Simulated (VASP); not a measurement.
# Si (P6_3/mmc) in VASP: notebook, part 2 of 2

VASP 6.6.1. The steps go on from the part before.

### Step 4. Single point, LDA (c/a of the conventional cell at fixed volume 1.5219)

Contents of INCAR:

```
SYSTEM = Si
PREC     = Accurate       ! precision mode
ENCUT    = 520            ! plane-wave cutoff, eV
EDIFF    = 1E-6           ! SCF threshold, eV
ISMEAR   = 0              ! smearing method
SIGMA    = 0.03           ! smearing width, eV
LREAL    = .FALSE.        ! projectors in reciprocal space
LASPH    = .TRUE.         ! aspherical terms in the spheres
NELM     = 100            ! most SCF steps
ALGO     = Normal         ! electronic algorithm
ISIF     = 2              ! what is computed and relaxed
LWAVE    = .FALSE.        ! write WAVECAR
LCHARG   = .FALSE.        ! write CHGCAR
GGA      = CA             ! functional
NBANDS   = 16             ! bands
```

Contents of KPOINTS:

```
Automatic mesh
0
G
  12 12 6
  0 0 0
```

Contents of POSCAR:

```
Si
1.0
    3.9087888130      0.0000000000      0.0000000000
   -1.9543944065      3.3851104101      0.0000000000
    0.0000000000      0.0000000000      5.9487856945
Si
4
Direct
    0.3333333333      0.6666666667      0.0534951140
    0.6666666667      0.3333333333      0.5534951140
    0.3333333333      0.6666666667      0.4465048860
    0.6666666667      0.3333333333      0.9465048860
```

Potentials or basis: VASP PAW LDA potentials, release 64 (Si).

The run is started by

```bash
$ cat potpaw_LDA.64/Si/POTCAR > POTCAR
$ mpirun -np 1 vasp_std > vasp.out
```

OUTCAR:

```text
SYSTEM = Si
   PREC = Accurate
   ENCUT = 520
   EDIFF = 1E-6
   ISMEAR = 0
   LREAL = .FALSE.
   LASPH = .TRUE.
   NELM = 100
   ISIF = 2
   GGA = CA

 ion  position               nearest neighbor table
   1  0.333  0.667  0.053-   3 2.34   4 2.34   4 2.34   4 2.34
   2  0.667  0.333  0.553-   4 2.34   3 2.34   3 2.34   3 2.34
   3  0.333  0.667  0.447-   1 2.34   2 2.34   2 2.34   2 2.34
   4  0.667  0.333  0.947-   2 2.34   1 2.34   1 2.34   1 2.34

  LATTYP: Found a hexagonal cell.
 ALAT       =     3.9087888130
 C/A-ratio  =     1.5219000000

  Lattice vectors:

 A1 = (   3.9087888130,   0.0000000000,   0.0000000000)
 A2 = (  -1.9543944065,   3.3851104101,   0.0000000000)
 A3 = (   0.0000000000,   0.0000000000,   5.9487856945)

Analysis of symmetry for initial positions (statically):
=====================================================================
 Subroutine PRICEL returns:
 Original cell was already a primitive cell.

 Routine SETGRP: Setting up the symmetry group for a
 hexagonal supercell.

 Subroutine GETGRP returns: Found 24 space group operations
 (whereof 12 operations were pure point group operations)
 out of a pool of 24 trial point group operations.

The static configuration has the point symmetry D_3d.
 The point group associated with its full space group is D_6h.

Analysis of symmetry for dynamics (positions and initial velocities):
=====================================================================
 Subroutine PRICEL returns:
 Original cell was already a primitive cell.

 Routine SETGRP: Setting up the symmetry group for a
 hexagonal supercell.

 Subroutine GETGRP returns: Found 24 space group operations
 (whereof 12 operations were pure point group operations)
 out of a pool of 24 trial point group operations.

The dynamic configuration has the point symmetry D_3d.
 The point group associated with its full space group is D_6h.

 Subroutine INISYM returns: Found 24 space group operations
 (whereof 12 operations are pure point group operations),
 and found     1 'primitive' translations

----------------------------------------------------------------------------------------

                                     Primitive cell

  volume of cell :      78.7124

  direct lattice vectors                    reciprocal lattice vectors
     3.908788813  0.000000000  0.000000000     0.255833724  0.147705670  0.000000000
    -1.954394407  3.385110410  0.000000000     0.000000000  0.295411339  0.000000000
     0.000000000  0.000000000  5.948785694     0.000000000  0.000000000  0.168101534

  length of vectors
     3.908788813  3.908788813  5.948785694     0.295411339  0.295411339  0.168101534

  position of ions in fractional coordinates (direct lattice)
     0.333333333  0.666666667  0.053495114
     0.666666667  0.333333333  0.553495114
     0.333333333  0.666666667  0.446504886
     0.666666667  0.333333333  0.946504886

  ion indices of the primitive-cell ions
   primitive index   ion index
                 1           1
                 2           2
                 3           3
                 4           4

----------------------------------------------------------------------------------------

 KPOINTS: Automatic mesh

Automatic generation of k-mesh.
 Grid dimensions read from file:
 generate k-points for:   12   12    6

 Generating k-lattice:

  Cartesian coordinates                     Fractional coordinates (reciprocal lattice)
     0.021319477  0.012308806  0.000000000     0.083333333  0.000000000  0.000000000
     0.000000000  0.024617612  0.000000000     0.000000000  0.083333333  0.000000000
     0.000000000  0.000000000  0.028016922     0.000000000  0.000000000  0.166666667

  Length of vectors
     0.024617612  0.024617612  0.028016922

  Shift w.r.t. Gamma in fractional coordinates (k-lattice)
     0.000000000  0.000000000  0.000000000

 Subroutine IBZKPT returns following result:
 ===========================================

 Found     76 irreducible k-points:

 Following reciprocal coordinates:
            Coordinates               Weight
  0.000000  0.000000  0.000000      1.000000
  0.083333  0.000000  0.000000      6.000000
  0.166667  0.000000  0.000000      6.000000
  0.250000  0.000000  0.000000      6.000000
  0.333333  0.000000  0.000000      6.000000
  0.416667  0.000000  0.000000      6.000000
[... 16 lines left out ...]
  0.250000  0.000000  0.166667     12.000000
  0.333333  0.000000  0.166667     12.000000
 [... further k-points ...]
   k-points           NKPTS =     76   k-points in BZ     NKDIM =     76   number of bands    NBANDS=     16
   number of dos      NEDOS =    301   number of ions     NIONS =      4
   total plane-waves  NPLWV =  43200
   dimension x,y,z NGX =    30 NGY =   30 NGZ =   48
   dimension x,y,z NGXF=    60 NGYF=   60 NGZF=   96
   ions per type =               4
   NGX,Y,Z   is equivalent  to a cutoff of  12.76, 12.76, 13.41 a.u.
   NGXF,Y,Z  is equivalent  to a cutoff of  25.52, 25.52, 26.83 a.u.
 SYSTEM =  Si
   PREC   = accura    normal or accurate (medium, high low for compatibility)
   ISTART =      0    job   : 0-new  1-cont  2-samecut
   ICHARG =      2    charge: 1-file 2-atom 10-const
   ISPIN  =      1    spin polarized calculation?
   LNONCOLLINEAR =      F non collinear calculations
   LSORBIT =      F    spin-orbit coupling
   LASPH  =      T    aspherical Exc in radial PAW
   ENCUT  =  520.0 eV  38.22 Ry    6.18 a.u.   7.27  7.27 11.06*2*pi/ulx,y,z
   NELM   =    100;   NELMIN=  2; NELMDL= -5     # of ELM steps
   EDIFF  = 0.1E-05   stopping-criterion for ELM
   LREAL  =      F    real-space projection
   EDIFFG = 0.1E-04   stopping-criterion for IOM
   NSW    =      0    number of steps for IOM
   IBRION =     -1    ionic relax: 0-MD 1-quasi-New 2-CG
   NFREE  =      0    steps in history (QN), initial steepest desc. (CG)
   ISIF   =      2    stress and relaxation
   ISYM   =      2    0-nonsym 1-usesym 2-fastsym
   POTIM  = 0.5000    time-step for ionic-motion
   TEBEG  =    0.0;   TEEND  =   0.0 temperature during run
   PSTRESS=    0.0 pullay stress
   NELECT =      16.0000    total number of electrons
   NUPDOWN=      -1.0000    fix difference up-down
   EMIN   =  10.00;   EMAX   =-10.00  energy-range for DOS
   EFERMI =   0.00;   METHOD = LEGACY
   ISMEAR =     0;   SIGMA  =   0.03  broadening in eV -4-tet -1-fermi 0-gaus
   EFERMI_NEDOS =   21; number of points for ismear=-14 and -15
   IALGO  =     38    algorithm
   IMIX   =      4    mixing-type and parameters
     AMIX     =   0.40;   BMIX     =  1.00
     AMIX_MAG =   1.60;   BMIX_MAG =  1.00
  volume/ion in A,a.u.               =      19.68       132.79
  Fermi-wavevector in a.u.,A,eV,Ry     =   0.962573  1.818999 12.606436  0.926547
  Thomas-Fermi vector in A             =   2.092044
   LORBIT       =      0    0 simple, 1 ext, 2 COOP (PROOUT), +10 PAW based schemes
   GGA     = CA    functional components
   LHFCALC =     F    Hartree Fock is set to
   AEXX    =    0.0000 exact exchange contribution
   IVDW    =     0    specifies the selected vdW correction
   LEPSILON=     F    determine dielectric tensor
   LRPA    =     F    only Hartree local field effects (RPA)
 non-spin polarized calculation
 Gauss-broadening in eV      SIGMA  =   0.03
  energy-cutoff  :      520.00
  volume of cell :       78.71
 maximum number of plane-waves:      2144
 NGX is ok and might be reduce to    30
   NGX = 15   NGY = 15   NGZ = 23

 number of electron      16.0000001 magnetization

 Free energy of the ion-electron system (eV)
  ---------------------------------------------------
  ext. energy  EPLUGINS =         0.00000000
  ---------------------------------------------------
  free energy    TOTEN  =       -23.58523265 eV

  energy without entropy =      -23.58504149  energy(sigma->0) =      -23.58513707

 E-fermi :   6.0692     XC(G=0):  -9.6652

 val. band max:        6.0687098105   @ k =   0.4167   0.0000   0.0000
 cond. band min:       6.0913577900   @ k =   0.5000   0.0000   0.1667
 fundamental gap:      0.0226479795
 Fermi energy:         6.0692038238

 k-point     1 :       0.0000    0.0000    0.0000
  band No.  band energies     occupation
      1      -6.1486      2.00000
      2      -3.3981      2.00000
      3      -0.8148      2.00000
      4       4.1383      2.00000
      5       4.1383      2.00000
      6       5.9877      1.99988
[... 433 lines left out ...]
      3      -0.9478      2.00000
      4       1.4546      2.00000
      5       1.5928      2.00000
      6       3.0510      2.00000
[... 8 lines left out ...]
     15      12.6507      0.00000
     16      13.2148      0.00000

 [... further k-points ...]
[... 5 lines left out ...]
  --------------------------------------------------------------------------------------
  -------------------------------------------------------------------------------------
  Total       -1.8780138     -1.8780138      3.7009793      0.0000000     -0.0000000      0.0000000
  in kB      -38.2266276    -38.2266276     75.3327591      0.0000000     -0.0000000      0.0000000
  external PRESSURE =      -0.3734987 kB  Pullay stress =       0.0000000 kB

 VOLUME and BASIS-vectors are now :
 -----------------------------------------------------------------------------
  energy-cutoff  :      520.00
  volume of cell :       78.71
      direct lattice vectors                 reciprocal lattice vectors
     3.908788813  0.000000000  0.000000000     0.255833724  0.147705670  0.000000000
    -1.954394407  3.385110410  0.000000000     0.000000000  0.295411339  0.000000000
     0.000000000  0.000000000  5.948785694     0.000000000  0.000000000  0.168101534

 POSITION                                       TOTAL-FORCE (eV/Angst)
 -----------------------------------------------------------------------------------
     -0.00000      2.25674      0.31823         0.000000     -0.000000      0.455043
      1.95439      1.12837      3.29262         0.000000      0.000000      0.455043
     -0.00000      2.25674      2.65616         0.000000     -0.000000     -0.455043
      1.95439      1.12837      5.63055        -0.000000      0.000000     -0.455043
 -----------------------------------------------------------------------------------
    total drift:                               -0.000000      0.000000     -0.000000

  FREE ENERGIE OF THE ION-ELECTRON SYSTEM (eV)
  ---------------------------------------------------
  free  energy   TOTEN  =       -23.5852326535 eV

  energy  without entropy=      -23.5850414922  energy(sigma->0) =      -23.58513707
```

It took 69 s on 1 thread of Intel Xeon 6975P-C, shared host; peak memory 0.2 GiB.

What came out:

```yaml
Free_energy: -23.5852 eV
Pressure: 0.0 GPa
Largest_force: 0.455 eV/Å
Band_gap_on_the_k_mesh: zero (band 8 reaches 6.26 eV, above the bottom of band 9 at 5.97 eV)
```

Forces in eV/Å, atoms in the order of the input:
```
Si   0.000  0.000  0.455
Si   0.000  0.000  0.455
Si   0.000  0.000 -0.455
Si   0.000  0.000 -0.455
```

Stress tensor (GPa, compression positive):
```
-3.82  0.00  0.00
 0.00 -3.82  0.00
 0.00  0.00  7.53
```

Levels at points of the mesh, in eV from the Fermi level:
```
           k point  band 6  band 7  band 8  band 9  band 10  band 11
(0.00, 0.00, 0.00)   -0.08   -0.08    0.03    0.44     1.74     1.74
(0.50, 0.00, 0.00)   -3.36   -2.79   -1.39   -0.10     2.43     3.26
(0.00, 0.00, 0.50)   -1.22   -1.22   -1.22    1.07     1.07     2.78
(0.50, 0.00, 0.50)   -2.61   -1.82   -1.82    0.88     0.88     1.99
```
